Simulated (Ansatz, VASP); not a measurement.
# InPd in VASP and in Ansatz

INCAR

```
SYSTEM = InPd
PREC = Accurate ; ENCUT = 520
EDIFF = 1E-6 ; ISMEAR = 0
SIGMA = 0.15 ; LREAL = .False.
LASPH = .True. ; NELM = 80
ALGO = Fast ; ISIF = 2
LWAVE = .False. ; LCHARG = .False.
GGA = PS ; NBANDS = 18
```

Contents of KPOINTS:

```
regular mesh
0
Gamma
  16 16 16
  0 0 0
```

POSCAR

```
InPd
1.0
    3.3165872097      0.3987685501      0.3987685501
    0.3987685501      3.3165872097      0.3987685501
    0.3987685501      0.3987685501      3.3165872097
In Pd
1 1
Direct
    0.0000000000      0.0000000000      0.0000000000
    0.5000000000      0.5000000000      0.5000000000
```

Input for Ansatz:

```yaml
crystal:
  lattice:
    - [3.3165872097, 0.3987685501, 0.3987685501]
    - [0.3987685501, 3.3165872097, 0.3987685501]
    - [0.3987685501, 0.3987685501, 3.3165872097]
  atoms:
    - { symbol: In, position: [0.0, 0.0, 0.0] }
    - { symbol: Pd, position: [0.5, 0.5, 0.5] }
basis:
  ecutwfc: 420
kpoints:
  mp_grid: { grid: [16, 16, 16] }
hamiltonian:
  xc: pbesol
scf:
  occupations: { method: gaussian, width: 0.15 }
output:
  forces: true
  stress: true
  eigenvalues: true
```

Alike in both runs: task single point; functional PBEsol; k mesh 16 × 16 × 16; occupations gaussian, width 0.15 eV; no spin polarisation.

|  | VASP | Ansatz |
| --- | --- | --- |
| version | VASP 6.6.1 | Ansatz 0.2.0 |
| potentials or method | VASP PAW PBE potentials, release 64 (In_d, Pd), cutoff 520 eV | scalar-relativistic, plane waves, PAW |
| valence electrons in the cell | 23 | 31 |

VASP gave:

```
gap on the k mesh at the Fermi level (eV)                     : none
pressure (GPa)                                                : 7.5
traceless stress, the component that is largest in VASP (GPa) : -3.66
```

Task: Estimate Ansatz's values.

Result: gap on the k mesh at the Fermi level (eV): none; pressure (GPa): 7.3; traceless stress, the component that is largest in VASP (GPa): -3.63.

VASP's potentials were made for PBE, not for PBEsol. A gap of «none» marks a metal or a gap that the smearing closes. VASP's potentials hold 23 valence electrons a cell and Ansatz's 31, so a difference there can come from the potentials and not from the codes.
